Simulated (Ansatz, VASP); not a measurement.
Two plane-wave programs on Sc

The input INCAR:

```
PREC = Accurate ; ENCUT = 520
EDIFF = 1E-6 ; ISMEAR = -1
SIGMA = 0.1 ; LREAL = False
LASPH = True ; NELM = 100
ALGO = Normal ; ISIF = 2
LWAVE = False ; LCHARG = False
GGA = CA ; NBANDS = 12
```

File KPOINTS:

```
Automatic mesh
0
Gamma
  12 12 12
```

File POSCAR:

```
Sc
1.0
    2.9286245511      0.0000000000      0.0000000000
    0.0000000000      2.9286245511      0.0000000000
    0.0000000000      0.0000000000      2.9286245511
Sc
1
Direct
    0.0000000000      0.0000000000      0.0000000000
```

Input for Ansatz:

```yaml
crystal:
  lattice:
    - [2.9286245511, 0.0, 0.0]
    - [0.0, 2.9286245511, 0.0]
    - [0.0, 0.0, 2.9286245511]
  atoms:
    - { symbol: Sc, position: [0.0, 0.0, 0.0] }
hamiltonian:
  xc: lda
  pseudopotentials:
    kind: paw
    azcp:
      Sc: "pseudopotentials/Sc.paw.azcp"
basis:
  ecutwfc: 420
  fft_grid_basis: typed
kpoints:
  mp_grid: { grid: [12, 12, 12], shift: [0, 0, 0] }
magnetization:
  spin_polarized: false
scf:
  occupations: { method: fermi_dirac, width: 0.1 }
  lower_state_search: "off"
output:
  stress: true
```

Alike in both runs: task single point; functional LDA; k mesh 12 × 12 × 12; occupations fermi-dirac, width 0.1 eV; no spin polarisation.

|  | VASP | Ansatz |
| --- | --- | --- |
| version | VASP 6.6.1 | Ansatz 0.2.0 |
| potentials or method | VASP PAW LDA potentials, release 64 (Sc_sv), cutoff 520 eV | plane waves (420 eV) with PAW, scalar-relativistic |
| valence electrons in the cell | 11 | 11 |

```tsv
	VASP	Ansatz	Ansatz less VASP
pressure (GPa)	-2.8	-2.8	-0.03
```

Ansatz warns that its potentials were made for another functional, while VASP's fit it. LDA's correlation is that of Perdew and Zunger in VASP and of Perdew and Wang (1992) in Ansatz.
